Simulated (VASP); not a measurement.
Wanted: the native input for a VASP 6.6.1 run.

```
Task                   : electric field gradients
Functional             : LDA
Potentials or basis    : VASP PAW LDA potentials, release 64 (Ba_sv, Te)
Cutoff                 : 520 eV
k mesh                 : 10 × 10 × 10
Occupations            : fermi-dirac, width 0.05 eV
Spin                   : no spin polarisation
Dipole correction      : no
Further INCAR settings : ALGO = Normal; EDIFF = 1e-08; NBANDS = 15
```

The structure of BaTe lies in POSCAR:

```
BaTe
1.0
    0.0000000000      3.4100000000      3.4100000000
    3.4100000000      0.0000000000      3.4100000000
    3.4100000000      3.4100000000      0.0000000000
Ba Te
1 1
Direct
    0.0000000000      0.0000000000      0.0000000000
    0.5000000000      0.5000000000      0.5000000000
```

One way to write it, as run:

INCAR

```
ALGO = Normal
EDIFF = 1E-8
ENCUT = 520
ISIF = 2
ISMEAR = -1
LASPH = T
LCHARG = F
LEFG = T
LREAL = F
LWAVE = F
NBANDS = 15
NELM = 100
PREC = Accurate
SIGMA = 0.05
```

KPOINTS

```
k-points
0
Gamma
  10 10 10
```

Potentials or basis: VASP PAW LDA potentials, release 64 (Ba_sv, Te).

Launch:

```console
$ cat potpaw_LDA.64/Ba_sv/POTCAR potpaw_LDA.64/Te/POTCAR > POTCAR
$ mpirun -np 1 vasp_std > vasp.out
```

It gave:

```json
{
 "Pressure": "1.2 GPa",
 "Band gap on the k mesh": "1.21 eV, indirect (least direct gap 1.59 eV)"
}
```

Caveat: without QUAD_EFG the Cq values of the log hold for a quadrupole moment of 1 mb, not for the nuclei; spin-orbit coupling is left out, which moves the levels of the heavy elements.

It took 49 s on 1 thread of Intel(R) Xeon(R) Platinum 8259CL CPU @ 2.50GHz (Skylake/Cascade Lake) (shared host), peak memory 0.21 GiB.
